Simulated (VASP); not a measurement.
# TmTa3 (P1) in VASP: single point with PBE

Aim: the single point of TmTa3 with PBE.

All numbers are computed with VASP 6.6.1; they aren't measurements. Logs are shortened: lines on timing, memory, paths and dates and some standing lists are left out, and cuts for length are marked.

**1. The cell of the first run**

The typed cell holds 4 atoms: a = 4.465 Å, b = 4.319 Å, c = 4.385 Å, α = 89.20°, β = 89.52°, γ = 90.01°.

**2. Single point, PBE, collinear spin, ferromagnetic start**

File INCAR:

```
  PREC = Accurate
  ENCUT = 600
  EDIFF = 1E-6
  ISMEAR = -1
  SIGMA = 0.15
  LREAL = F
  LASPH = T
  NELM = 200
  ALGO = Normal
  ISIF = 2
  LWAVE = F
  LCHARG = F
  ISPIN = 2
  MAGMOM = 2 0 0 0
  LORBIT = 11
  LMAXMIX = 6
  GGA = PE
  NBANDS = 40
  GGA_COMPAT = F
```

File KPOINTS:

```
Automatic mesh
0
Gamma
  2 2 2
  0.5 0.5 0.5
```

File POSCAR:

```
TmTa3
1.0
   -1.2361368011     -4.1076080209     -1.2402530779
    4.1344394885     -1.0304568958     -0.7045652143
    0.4155672353     -1.4122445247      4.1303387615
Tm Ta
1 3
Direct
    0.3803660000      0.8941640000      0.2198700000
    0.3597060000      1.4496090000      0.7235310000
    0.7322160000      0.8968750000      0.6877170000
    0.8285660000      1.4144640000      0.2070600000
```

Potentials or basis: VASP PAW PBE potentials, release 64 (Tm, Ta_pv).

The run is started by

```
$ cat potpaw_PBE.64/Tm/POTCAR potpaw_PBE.64/Ta_pv/POTCAR > POTCAR
$ mpirun -np 1 vasp_std > vasp.out
```

OUTCAR:

```text
PREC = Accurate
   ENCUT = 600
   EDIFF = 1E-6
   ISMEAR = -1
   LREAL = F
   LASPH = T
   NELM = 200
   ISIF = 2
   ISPIN = 2
   LORBIT = 11
   GGA = PE

 ion  position               nearest neighbor table
   1  0.380  0.894  0.220-   3 2.59   3 2.80   4 2.88   2 2.91   2 2.92   4 3.01   2 3.22   4 3.22
                             2 3.28   4 3.34   3 3.53
   2  0.360  0.450  0.724-   3 2.55   1 2.91   3 2.92   1 2.92   4 2.99   4 3.08   4 3.17   1 3.22
                             1 3.28   4 3.30   3 3.41
   3  0.732  0.897  0.688-   2 2.55   1 2.59   1 2.80   2 2.92   4 3.01   4 3.08   4 3.10   4 3.24
                             2 3.41   1 3.53
   4  0.829  0.414  0.207-   1 2.88   2 2.99   1 3.01   3 3.01   2 3.08   3 3.08   3 3.10   2 3.17
                             1 3.22   3 3.24   2 3.30   1 3.34

  LATTYP: Found a triclinic cell.
 ALAT       =     6.1116339128
 B/A-ratio  =     0.7066486744
 C/A-ratio  =     0.7306193125
 COS(alpha) =     0.0002167859
 COS(beta)  =     0.0061840731
 COS(gamma) =     0.6966731572

  Lattice vectors:

 A1 = (  -3.7188722532,  -0.3817876289,   4.8349039758)
 A2 = (  -4.1344394885,   1.0304568958,   0.7045652143)
 A3 = (  -1.2361368011,  -4.1076080209,  -1.2402530779)

Analysis of symmetry for initial positions (statically):
=====================================================================
 Subroutine PRICEL returns:
 Original cell was already a primitive cell.

 Routine SETGRP: Setting up the symmetry group for a
 triclinic supercell.

 Subroutine GETGRP returns: Found  1 space group operations
 (whereof  1 operations were pure point group operations)
 out of a pool of  2 trial point group operations.

The static configuration has the point symmetry C_1 .

Analysis of symmetry for dynamics (positions and initial velocities):
=====================================================================
 Subroutine PRICEL returns:
 Original cell was already a primitive cell.

 Routine SETGRP: Setting up the symmetry group for a
 triclinic supercell.

 Subroutine GETGRP returns: Found  1 space group operations
 (whereof  1 operations were pure point group operations)
 out of a pool of  2 trial point group operations.

The dynamic configuration has the point symmetry C_1 .

Analysis of structural, dynamic, and magnetic symmetry:
=====================================================================
 Subroutine PRICEL returns:
 Original cell was already a primitive cell.

 Routine SETGRP: Setting up the symmetry group for a
 triclinic supercell.

 Subroutine GETGRP returns: Found  1 space group operations
 (whereof  1 operations were pure point group operations)
 out of a pool of  2 trial point group operations.

The overall configuration has the point symmetry C_1 .

 Subroutine INISYM returns: Found  1 space group operations
 (whereof  1 operations are pure point group operations),
 and found     1 'primitive' translations

----------------------------------------------------------------------------------------

                                     Primitive cell

  volume of cell :      84.5485

  direct lattice vectors                    reciprocal lattice vectors
    -1.236136801 -4.107608021 -1.240253078    -0.062108201 -0.205437501 -0.063994231
     4.134439488 -1.030456896 -0.704565214     0.221380108 -0.054291394 -0.040837097
     0.415567235 -1.412244525  4.130338762     0.019113889 -0.070949706  0.215928671

  length of vectors
     4.465277768  4.318778003  4.384840819     0.223958159  0.231569377  0.228088563

  position of ions in fractional coordinates (direct lattice)
     0.380366000  0.894164000  0.219870000
     0.359706000  0.449609000  0.723531000
     0.732216000  0.896875000  0.687717000
     0.828566000  0.414464000  0.207060000

  ion indices of the primitive-cell ions
   primitive index   ion index
                 1           1
                 2           2
                 3           3
                 4           4

----------------------------------------------------------------------------------------

 KPOINTS: Automatic mesh

Automatic generation of k-mesh.
 Grid dimensions read from file:
 generate k-points for:    2    2    2

 Generating k-lattice:

  Cartesian coordinates                     Fractional coordinates (reciprocal lattice)
    -0.031054100 -0.102718750 -0.031997115     0.500000000  0.000000000  0.000000000
     0.110690054 -0.027145697 -0.020418548     0.000000000  0.500000000  0.000000000
     0.009556944 -0.035474853  0.107964336    -0.000000000 -0.000000000  0.500000000

  Length of vectors
     0.111979079  0.115784688  0.114044281

  Shift w.r.t. Gamma in fractional coordinates (k-lattice)
     0.500000000  0.500000000  0.500000000

 Subroutine IBZKPT returns following result:
 ===========================================

 Found      4 irreducible k-points:

 Following reciprocal coordinates:
            Coordinates               Weight
  0.250000  0.250000  0.250000      2.000000
 -0.250000  0.250000  0.250000      2.000000
  0.250000 -0.250000  0.250000      2.000000
 -0.250000 -0.250000  0.250000      2.000000
   k-points           NKPTS =      4   k-points in BZ     NKDIM =      4   number of bands    NBANDS=     40
   number of dos      NEDOS =    301   number of ions     NIONS =      4
   total plane-waves  NPLWV =  46656
   dimension x,y,z NGX =    36 NGY =   36 NGZ =   36
   dimension x,y,z NGXF=    72 NGYF=   72 NGZF=   72
   ions per type =               1   3
   NGX,Y,Z   is equivalent  to a cutoff of  13.40, 13.86, 13.65 a.u.
   NGXF,Y,Z  is equivalent  to a cutoff of  26.81, 27.72, 27.30 a.u.
 SYSTEM =  unknown system
   PREC   = accura    normal or accurate (medium, high low for compatibility)
   ISTART =      0    job   : 0-new  1-cont  2-samecut
   ICHARG =      2    charge: 1-file 2-atom 10-const
   ISPIN  =      2    spin polarized calculation?
   LNONCOLLINEAR =      F non collinear calculations
   LSORBIT =      F    spin-orbit coupling
   LASPH  =      T    aspherical Exc in radial PAW
   ENCUT  =  600.0 eV  44.10 Ry    6.64 a.u.   8.92  8.63  8.76*2*pi/ulx,y,z
   NELM   =    200;   NELMIN=  2; NELMDL= -5     # of ELM steps
   EDIFF  = 0.1E-05   stopping-criterion for ELM
   LREAL  =      F    real-space projection
   EDIFFG = 0.1E-04   stopping-criterion for IOM
   NSW    =      0    number of steps for IOM
   IBRION =     -1    ionic relax: 0-MD 1-quasi-New 2-CG
   NFREE  =      0    steps in history (QN), initial steepest desc. (CG)
   ISIF   =      2    stress and relaxation
   ISYM   =      2    0-nonsym 1-usesym 2-fastsym
   POTIM  = 0.5000    time-step for ionic-motion
   TEBEG  =    0.0;   TEEND  =   0.0 temperature during run
   PSTRESS=    0.0 pullay stress
   NELECT =      56.0000    total number of electrons
   NUPDOWN=      -1.0000    fix difference up-down
   EMIN   =  10.00;   EMAX   =-10.00  energy-range for DOS
   EFERMI =   0.00;   METHOD = LEGACY
   ISMEAR =    -1;   SIGMA  =   0.15  broadening in eV -4-tet -1-fermi 0-gaus
   EFERMI_NEDOS =   21; number of points for ismear=-14 and -15
   IALGO  =     38    algorithm
   IMIX   =      4    mixing-type and parameters
     AMIX     =   0.40;   BMIX     =  1.00
     AMIX_MAG =   1.60;   BMIX_MAG =  1.00
  volume/ion in A,a.u.               =      21.14       142.64
  Fermi-wavevector in a.u.,A,eV,Ry     =   1.427038  2.696711 27.707416  2.036438
  Thomas-Fermi vector in A             =   2.547251
   LORBIT       =     11    0 simple, 1 ext, 2 COOP (PROOUT), +10 PAW based schemes
   GGA     = PE    functional components
   LHFCALC =     F    Hartree Fock is set to
   AEXX    =    0.0000 exact exchange contribution
   IVDW    =     0    specifies the selected vdW correction
   LEPSILON=     F    determine dielectric tensor
   LRPA    =     F    only Hartree local field effects (RPA)
 spin polarized calculation
  energy-cutoff  :      600.00
  volume of cell :       84.55
 maximum number of plane-waves:      2824
   NGX = 17   NGY = 17   NGZ = 17

 number of electron      55.9999997 magnetization       0.0004747

 number of electron      55.9999997 magnetization      -0.0023498

 Free energy of the ion-electron system (eV)
  ---------------------------------------------------
  ext. energy  EPLUGINS =         0.00000000
  ---------------------------------------------------
  free energy    TOTEN  =       -36.48426202 eV

  energy without entropy =      -35.76273563  energy(sigma->0) =      -36.12349883

 E-fermi :   4.2661     XC(G=0): -11.8009

 val. band max:        4.1163847755   @ k =  -0.2500   0.2500   0.2500
 cond. band min:       4.2963886973   @ k =  -0.2500  -0.2500   0.2500
 fundamental gap:      0.1800039217
 Fermi energy:         4.2661307390

 spin component 1

 k-point     1 :       0.2500    0.2500    0.2500
  band No.  band energies     occupation
      1     -45.0984      1.00000
      2     -30.4471      1.00000
      3     -30.2797      1.00000
      4     -30.2207      1.00000
      5     -30.1668      1.00000
      6     -29.9713      1.00000
[... 32 lines left out ...]
     39       9.6931      0.00000
     40      10.3584      0.00000

 k-point     2 :      -0.2500    0.2500    0.2500
  band No.  band energies     occupation
      1     -45.0984      1.00000
      2     -30.4692      1.00000
      3     -30.2615      1.00000
      4     -30.2148      1.00000
      5     -30.1739      1.00000
      6     -29.9538      1.00000
[... 32 lines left out ...]
     39       9.4047      0.00000
     40      10.0754      0.00000

 k-point     3 :       0.2500   -0.2500    0.2500
  band No.  band energies     occupation
      1     -45.0985      1.00000
      2     -30.4722      1.00000
      3     -30.2485      1.00000
      4     -30.2120      1.00000
      5     -30.1635      1.00000
      6     -29.9911      1.00000
[... 32 lines left out ...]
     39       9.5892      0.00000
     40      10.0003      0.00000

 k-point     4 :      -0.2500   -0.2500    0.2500
  band No.  band energies     occupation
      1     -45.0985      1.00000
      2     -30.4315      1.00000
      3     -30.2750      1.00000
      4     -30.2221      1.00000
      5     -30.1410      1.00000
      6     -30.0348      1.00000
[... 32 lines left out ...]
     39       9.4767      0.00000
     40      10.4212      0.00000
 Fermi energy:         4.2661307390

 spin component 2

 k-point     1 :       0.2500    0.2500    0.2500
  band No.  band energies     occupation
      1     -45.0990      1.00000
      2     -30.4472      1.00000
      3     -30.2798      1.00000
      4     -30.2208      1.00000
      5     -30.1668      1.00000
      6     -29.9714      1.00000
[... 32 lines left out ...]
     39       9.6930      0.00000
     40      10.3581      0.00000

 k-point     2 :      -0.2500    0.2500    0.2500
  band No.  band energies     occupation
      1     -45.0990      1.00000
      2     -30.4693      1.00000
      3     -30.2616      1.00000
      4     -30.2148      1.00000
      5     -30.1740      1.00000
      6     -29.9539      1.00000
[... 32 lines left out ...]
     39       9.4046      0.00000
     40      10.0751      0.00000

 k-point     3 :       0.2500   -0.2500    0.2500
  band No.  band energies     occupation
      1     -45.0990      1.00000
      2     -30.4723      1.00000
      3     -30.2486      1.00000
      4     -30.2121      1.00000
      5     -30.1635      1.00000
      6     -29.9912      1.00000
[... 32 lines left out ...]
     39       9.5890      0.00000
     40      10.0001      0.00000

 k-point     4 :      -0.2500   -0.2500    0.2500
  band No.  band energies     occupation
      1     -45.0990      1.00000
      2     -30.4315      1.00000
      3     -30.2751      1.00000
      4     -30.2222      1.00000
      5     -30.1410      1.00000
      6     -30.0349      1.00000
[... 32 lines left out ...]
     39       9.4765      0.00000
     40      10.4210      0.00000

------------------------ aborting loop because EDIFF is reached ----------------------------------------

  FORCE on cell =-STRESS in cart. coord.  units (eV):
  Direction    XX          YY          ZZ          XY          YZ          ZX
  --------------------------------------------------------------------------------------
  -------------------------------------------------------------------------------------
  Total        0.6418294      4.3983507      0.6596910     -0.5113100      0.9831848     -0.7881389
  in kB       12.1625425     83.3478876     12.5010165     -9.6892240     18.6311597    -14.9350791
  external PRESSURE =      36.0038155 kB  Pullay stress =       0.0000000 kB

 VOLUME and BASIS-vectors are now :
 -----------------------------------------------------------------------------
  energy-cutoff  :      600.00
  volume of cell :       84.55
      direct lattice vectors                 reciprocal lattice vectors
    -1.236136801 -4.107608021 -1.240253078    -0.062108201 -0.205437501 -0.063994231
     4.134439488 -1.030456896 -0.704565214     0.221380108 -0.054291394 -0.040837097
     0.415567235 -1.412244525  4.130338762     0.019113889 -0.070949706  0.215928671

 POSITION                                       TOTAL-FORCE (eV/Angst)
 -----------------------------------------------------------------------------------
      3.31805     -2.79430     -0.19361         2.147452      2.597568     -0.181921
      1.71491     -2.96264      2.22552        -1.749011      2.521725      1.117137
      3.08875     -4.90307      1.30046         0.172795     -4.954298     -0.852920
      0.77540     -4.12293     -0.46442        -0.571236     -0.164995     -0.082297
 -----------------------------------------------------------------------------------
    total drift:                                0.000354      0.000981     -0.000128

  FREE ENERGIE OF THE ION-ELECTRON SYSTEM (eV)
  ---------------------------------------------------
  free  energy   TOTEN  =       -36.4842620228 eV

  energy  without entropy=      -35.7627356277  energy(sigma->0) =      -36.12349883

 total charge

# of ion       s       p       d       f       tot
--------------------------------------------------
    1        2.222   6.081   0.717  12.441  21.461
    2        0.398   6.114   2.363   0.000   8.875
    3        0.410   6.117   2.416   0.000   8.944
    4        0.381   6.096   2.248   0.000   8.724
--------------------------------------------------
tot          3.412  24.407   7.744  12.441  48.004

 magnetization (x)

# of ion       s       p       d       f       tot
--------------------------------------------------
    1       -0.000  -0.000  -0.000  -0.002  -0.002
    2       -0.000  -0.000  -0.000   0.000  -0.000
    3        0.000  -0.000  -0.000   0.000  -0.000
    4       -0.000  -0.000  -0.000   0.000  -0.000
--------------------------------------------------
tot         -0.000  -0.000  -0.000  -0.002  -0.002
```

Run time: 3.3 min. Hardware: 1 thread of AMD EPYC 7R43 (Zen 3), shared host; peak memory 0.25 GiB.

What came out:

- Free energy: -36.4843 eV
- Pressure: 3.6 GPa
- Largest force: 5.030 eV/Å
- Net moment: 0.00 μB per cell
- Valence electrons inside the program's atomic spheres: Tm 21.46; Ta 8.88, 8.94, 8.72

Forces on the atoms (eV/Å):
```
Tm   2.147  2.598 -0.182
Ta  -1.749  2.522  1.117
Ta   0.173 -4.954 -0.853
Ta  -0.571 -0.165 -0.082
```

Levels at points of the mesh, in eV from the Fermi level:
Spin up:
| k point | band 25 | band 26 | band 27 | band 28 | band 29 | band 30 | band 31 | band 32 |
| --- | --- | --- | --- | --- | --- | --- | --- | --- |
| (0.25, 0.25, 0.25) | -0.48 | -0.42 | -0.38 | -0.23 | 0.15 | 0.43 | 0.93 | 1.31 |
Spin down:
| k point | band 24 | band 25 | band 26 | band 27 | band 28 | band 29 | band 30 | band 31 | band 32 | band 33 |
| --- | --- | --- | --- | --- | --- | --- | --- | --- | --- | --- |
| (0.25, 0.25, 0.25) | -0.50 | -0.48 | -0.42 | -0.38 | -0.23 | 0.15 | 0.43 | 0.93 | 1.31 | 1.57 |

Caveat: the k points lie up to 0.73 Å⁻¹ apart; the magnetic or orbital state may not be the lowest; the moments typed at the start vanished in this run; spin-orbit coupling is left out, which moves the levels of the heavy elements; semilocal functionals describe open f shells poorly, which spoils levels, moments and volumes; forces of over 1 eV/Å act on the atoms, so gaps and moduli don't describe the material at rest.
